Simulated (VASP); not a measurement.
# WSe2 (P-3m1) in VASP: further runs, part 2 of 2

VASP 6.6.1. Earlier steps stand in the parts before.

## 5. Single point, PBEsol

This run uses another cell than the first one, of 21.58 Å³/atom, 1.081 times its volume.

Input file INCAR:

```
SYSTEM = WSe2
PREC = Accurate
ENCUT = 520
EDIFF = 1E-7
ISMEAR = 0
SIGMA = 0.05
LREAL = .FALSE.
LASPH = .TRUE.
NELM = 80
ALGO = Normal
ISIF = 2
LWAVE = .FALSE.
LCHARG = .TRUE.
GGA = PS
LELF = .TRUE.
LVHAR = .TRUE.
NBANDS = 35
```

Input file KPOINTS:

```
regular mesh
0
G
  9 9 2
  0 0 0
```

Input file POSCAR:

```
WSe2
1.0
   -3.2711504052      0.0000000000      0.0000000000
   -1.6355752026     -2.8328993505      0.0000000000
    0.0000000000      0.0000000000     13.9706689562
W Se
2 4
Direct
    0.3333333333      0.3333333333      0.7097370747
    0.6666666667      0.6666666667      0.2365790249
    0.3333333333      0.3333333333      0.1167623296
    0.6666666667      0.6666666667      0.5899203795
    0.3333333333      0.3333333333      0.3563957202
    0.6666666667      0.6666666667      0.8295537700
```

Potentials or basis: VASP PAW PBE potentials, release 64 (W_sv, Se).

Launch:

```console
$ cat potpaw_PBE.64/W_sv/POTCAR potpaw_PBE.64/Se/POTCAR > POTCAR
$ mpirun -np 1 vasp_std > vasp.out
```

OUTCAR:

```text
SYSTEM = WSe2
   PREC = Accurate
   ENCUT = 520
   EDIFF = 1E-7
   ISMEAR = 0
   LREAL = .FALSE.
   LASPH = .TRUE.
   NELM = 80
   ISIF = 2
   GGA = PS

 ion  position               nearest neighbor table
   1  0.333  0.333  0.710-   4 2.52   4 2.52   4 2.52   6 2.52   6 2.52   6 2.52
   2  0.667  0.667  0.237-   5 2.52   3 2.52   5 2.52   3 2.52   5 2.52   3 2.52
   3  0.333  0.333  0.117-   2 2.52   2 2.52   2 2.52
   4  0.667  0.667  0.590-   1 2.52   1 2.52   1 2.52
   5  0.333  0.333  0.356-   2 2.52   2 2.52   2 2.52
   6  0.667  0.667  0.830-   1 2.52   1 2.52   1 2.52

  LATTYP: Found a hexagonal cell.
 ALAT       =     3.2711504052
 C/A-ratio  =     4.2708733093

  Lattice vectors:

 A1 = (   1.6355752026,   2.8328993505,   0.0000000000)
 A2 = (  -3.2711504052,   0.0000000000,   0.0000000000)
 A3 = (   0.0000000000,   0.0000000000,  13.9706689562)

Analysis of symmetry for initial positions (statically):
=====================================================================
 Subroutine PRICEL returns:
 Original cell was already a primitive cell.

[... 181 lines left out ...]
 cond. band min:       6.5753561516   @ k =   0.3333   0.1111   0.0000
 fundamental gap:      1.3226135913
 Fermi energy:         5.7002523328

 k-point     1 :       0.0000    0.0000    0.0000
  band No.  band energies     occupation
      1     -68.8046      2.00000
      2     -68.8046      2.00000
      3     -33.0698      2.00000
      4     -33.0698      2.00000
      5     -32.9197      2.00000
      6     -32.9197      2.00000
[... 901 lines left out ...]
     34      10.0085      0.00000
     35      11.3005      0.00000

------------------------ aborting loop because EDIFF is reached ----------------------------------------

  FORCE on cell =-STRESS in cart. coord.  units (eV):
  Direction    XX          YY          ZZ          XY          YZ          ZX
  --------------------------------------------------------------------------------------
  -------------------------------------------------------------------------------------
  Total        0.2340524      0.2340524      0.2044230     -0.0000000     -0.0000000      0.0000000
  in kB        2.8965089      2.8965089      2.5298309     -0.0000000     -0.0000000      0.0000000
  external PRESSURE =       2.7742829 kB  Pullay stress =       0.0000000 kB

 VOLUME and BASIS-vectors are now :
 -----------------------------------------------------------------------------
  energy-cutoff  :      520.00
  volume of cell :      129.46
      direct lattice vectors                 reciprocal lattice vectors
    -3.271150405  0.000000000  0.000000000    -0.305702849  0.176497622  0.000000000
    -1.635575203 -2.832899350  0.000000000     0.000000000 -0.352995245  0.000000000
     0.000000000  0.000000000 13.970668956     0.000000000  0.000000000  0.071578534

 POSITION                                       TOTAL-FORCE (eV/Angst)
 -----------------------------------------------------------------------------------
     -1.63558     -0.94430      9.91550        -0.000000      0.000000      0.030760
     -3.27115     -1.88860      3.30517         0.000000      0.000000     -0.030760
     -1.63558     -0.94430      1.63125         0.000000      0.000000     -0.065316
     -3.27115     -1.88860      8.24158         0.000000      0.000000     -0.067531
     -1.63558     -0.94430      4.97909        -0.000000     -0.000000      0.067531
     -3.27115     -1.88860     11.58942         0.000000     -0.000000      0.065316
 -----------------------------------------------------------------------------------
    total drift:                               -0.000000     -0.000000      0.000021

  FREE ENERGIE OF THE ION-ELECTRON SYSTEM (eV)
  ---------------------------------------------------
  free  energy   TOTEN  =       -46.5288606372 eV

  energy  without entropy=      -46.5288606372  energy(sigma->0) =      -46.52886064
```

OSZICAR:

```text
N       E                     dE             d eps       ncg     rms          rms(c)
DAV:   1     0.498051381431E+03    0.49805E+03   -0.27823E+04  1872   0.144E+03
DAV:   2    -0.162710576247E+02   -0.51432E+03   -0.49622E+03  2000   0.387E+02
DAV:   3    -0.477446615535E+02   -0.31474E+02   -0.31014E+02  2098   0.895E+01
DAV:   4    -0.484861916854E+02   -0.74153E+00   -0.73737E+00  2039   0.141E+01
DAV:   5    -0.484973621002E+02   -0.11170E-01   -0.11153E-01  2029   0.187E+00    0.313E+01
DAV:   6    -0.469438558729E+02    0.15535E+01   -0.54933E+00  1886   0.154E+01    0.111E+01
DAV:   7    -0.467001787946E+02    0.24368E+00   -0.26387E+00  1790   0.761E+00    0.557E+00
DAV:   8    -0.465289985915E+02    0.17118E+00   -0.37884E-01  1904   0.414E+00    0.123E+00
DAV:   9    -0.465302539144E+02   -0.12553E-02   -0.56980E-02  2000   0.111E+00    0.858E-01
DAV:  10    -0.465288663122E+02    0.13876E-02   -0.12681E-02  1895   0.759E-01    0.154E-01
DAV:  11    -0.465288542926E+02    0.12020E-04   -0.16407E-03  1891   0.256E-01    0.167E-01
DAV:  12    -0.465288319967E+02    0.22296E-04   -0.68372E-05  1992   0.499E-02    0.979E-02
DAV:  13    -0.465288565031E+02   -0.24506E-04   -0.66609E-05  1824   0.455E-02    0.809E-03
DAV:  14    -0.465288600382E+02   -0.35351E-05   -0.76161E-06  2021   0.125E-02    0.745E-03
DAV:  15    -0.465288605538E+02   -0.51565E-06   -0.82027E-07  1783   0.418E-03    0.772E-03
DAV:  16    -0.465288606372E+02   -0.83395E-07   -0.24718E-07  1573   0.265E-03
   1 F= -.46528861E+02 E0= -.46528861E+02  d E =-.282675E-38
```

stdout:

```text
POSCAR found type information on POSCAR W Se
 POSCAR found :  2 types and       6 ions
 scaLAPACK will be used
 -----------------------------------------------------------------------------
|                                                                             |
|                                                                             |
|     You enforced a specific xc type in the INCAR file but a different       |
|     I HOPE YOU KNOW WHAT YOU ARE DOING!                                     |
|                                                                             |
 -----------------------------------------------------------------------------

 LDA part: xc-table for (Slater+PW92), standard interpolation
 POSCAR, INCAR and KPOINTS ok, starting setup
 FFT: planning ... GRIDC
 FFT: planning ... GRID_SOFT
 FFT: planning ... GRID
 WAVECAR not read
 entering main loop
```

It took 43 s on 1 thread of Intel Xeon 6975P-C (Granite Rapids), shared host; peak memory 0.28 GiB.

Results:

| Property | Result |
| --- | --- |
| Free energy | -46.5289 eV |
| Pressure | 0.3 GPa |
| Largest force | 0.068 eV/Å |
| Band gap on the k mesh | 1.32 eV, indirect (least direct gap 1.62 eV) |

Forces in eV/Å, atoms in the order of the input:
```
W    0.000  0.000  0.031
W    0.000  0.000 -0.031
Se   0.000  0.000 -0.065
Se   0.000  0.000 -0.068
Se   0.000  0.000  0.068
Se   0.000  0.000  0.065
```

Caveat: the PAW data sets were made with another functional, which shifts forces and pressure a little; spin-orbit coupling is left out, which moves the levels of the heavy elements; this functional lacks dispersion, which binds the layers, so the pressure and a relaxed spacing across them are unreliable.

## 6. Single point, PBEsol

This run uses another cell than the first one, of 21.96 Å³/atom, 1.101 times its volume.

Input file INCAR:

```
ALGO = Normal ; EDIFF = 1E-6
ENCUT = 520 ; GGA = PS
ISIF = 2 ; ISMEAR = 0
LASPH = T ; LCHARG = F
LREAL = F ; LWAVE = F
NBANDS = 35 ; NELM = 80
PREC = Accurate ; SIGMA = 0.05
```

Input file KPOINTS:

```
k-points
0
Gamma
  9 9 2
```

Input file POSCAR:

```
WSe2
1.0
   -3.2711504052      0.0000000000      0.0000000000
   -1.6355752026     -2.8328993505      0.0000000000
    0.0000000000      0.0000000000     14.2206689562
W Se
2 4
Direct
    0.3333333333      0.3333333333      0.6972598650
    0.6666666667      0.6666666667      0.2324199550
    0.3333333333      0.3333333333      0.1147096426
    0.6666666667      0.6666666667      0.5795495527
    0.3333333333      0.3333333333      0.3501302674
    0.6666666667      0.6666666667      0.8149701774
```

Potentials or basis: VASP PAW PBE potentials, release 64 (W_sv, Se).

Launch:

```console
$ cat potpaw_PBE.64/W_sv/POTCAR potpaw_PBE.64/Se/POTCAR > POTCAR
$ mpirun -np 1 vasp_std > vasp.out
```

It took 42 s on 1 thread of Intel Xeon 6975P-C (Granite Rapids), shared host; peak memory 0.28 GiB.

The run converged. Its results:

```
Free energy            : -46.5227 eV
Pressure               : 0.3 GPa
Largest force          : 0.068 eV/Å
Band gap on the k mesh : 1.36 eV, indirect (least direct gap 1.63 eV)
```

Forces in eV/Å, atoms in the order of the input:
```
W    0.000  0.000  0.033
W    0.000  0.000 -0.033
Se   0.000  0.000 -0.054
Se   0.000  0.000 -0.068
Se   0.000  0.000  0.068
Se   0.000  0.000  0.054
```

Levels at points of the mesh, in eV from the valence-band top:
```csv
k point,band 24,band 25,band 26,band 27,band 28,band 29
"(0.00, 0.00, 0.00)",-1.26,-0.84,0.00,2.94,2.94,2.97
"(0.00, 0.00, 0.50)",-1.26,-0.49,-0.09,2.94,2.94,2.97
```

Caveat: the PAW data sets were made with another functional, which shifts forces and pressure a little; spin-orbit coupling is left out, which moves the levels of the heavy elements; this functional lacks dispersion, which binds the layers, so the pressure and a relaxed spacing across them are unreliable.

## 7. Summary

| cell | gap on the mesh (eV) | pressure (GPa) | largest force (eV/Å) |
| --- | --- | --- | --- |
| a = 3.271, b = 3.271, c = 12.921 Å, angles 90.0, 90.0, 60.0°, 6 atoms | 1.00 | 0.8 | 0.06 |
| a = 3.271, b = 3.271, c = 13.471 Å, angles 90.0, 90.0, 60.0°, 6 atoms | 1.21 | 0.3 | 0.08 |
| a = 3.271, b = 3.271, c = 13.721 Å, angles 90.0, 90.0, 60.0°, 6 atoms | 1.27 | 0.3 | 0.08 |
| a = 3.271, b = 3.271, c = 13.971 Å, angles 90.0, 90.0, 60.0°, 6 atoms | 1.32 | 0.3 | 0.07 |
| a = 3.271, b = 3.271, c = 14.221 Å, angles 90.0, 90.0, 60.0°, 6 atoms | 1.36 | 0.3 | 0.07 |

Alike in all rows: task single point; level PBEsol; potentials or basis VASP PAW PBE potentials, release 64 (W_sv, Se); no spin polarisation; k mesh 9 × 9 × 2; cutoff (eV) 520; smearing gaussian 0.05 eV.

Caveats: the PAW data sets were made with another functional, which shifts forces and pressure a little; spin-orbit coupling is left out, which moves the levels of the heavy elements; this functional lacks dispersion, which binds the layers, so the pressure and a relaxed spacing across them are unreliable.

Total energies depend on the potentials used, so only differences within one code and one set of settings carry meaning.
